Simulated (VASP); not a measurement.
InAs (dlda):

```
In As
1.0
     0.00000    3.05356    3.05356
     3.05356    0.00000    3.05356
     3.05356    3.05356    0.00000
In As
1 1
Cartesian
  1.5268 1.5268 1.5268
  0.0000 0.0000 0.0000
```

| Quantity | Value |
| --- | --- |
| Program | VASP 6.6.1 |
| Task | relaxation of cell and atoms |
| Functional | LDA |
| Potentials or basis | VASP PAW LDA potentials, release 64 (In_d, As) |
| Cutoff | 600 eV |
| k mesh | 10 × 10 × 10 |
| Occupations | gaussian, width 0.1 eV |
| Spin | no spin polarisation |

At the start: pressure -2.1 GPa; volume 28.47 Å³/atom.

**Question.** How do energy, volume and symmetry change on relaxing?

**Answer.** Over 6 steps the energy falls by 6.8 meV/atom and the volume is 27.44 Å³/atom (-3.6 %); space group F-43m (No. 216, to 0.05 Å).

The path:
```csv
step,energy change (eV),largest force (eV/Å),pressure (GPa),volume (Å³)
1,0.0000,0.0000,-2.06,56.94
2,-0.0109,0.0000,1.03,53.99
3,-0.0137,0.0000,-0.01,54.88
4,-0.0137,0.0000,0.04,54.84
5,-0.0137,0.0000,-0.02,54.89
6,-0.0137,0.0000,0.00,54.87
```

Final structure:
```
CELL_PARAMETERS angstrom
0.00000 3.01607 3.01607
3.01607 0.00000 3.01607
3.01607 3.01607 0.00000
ATOMIC_POSITIONS crystal
In 0.25000 0.25000 0.25000
As 0.00000 0.00000 0.00000
```
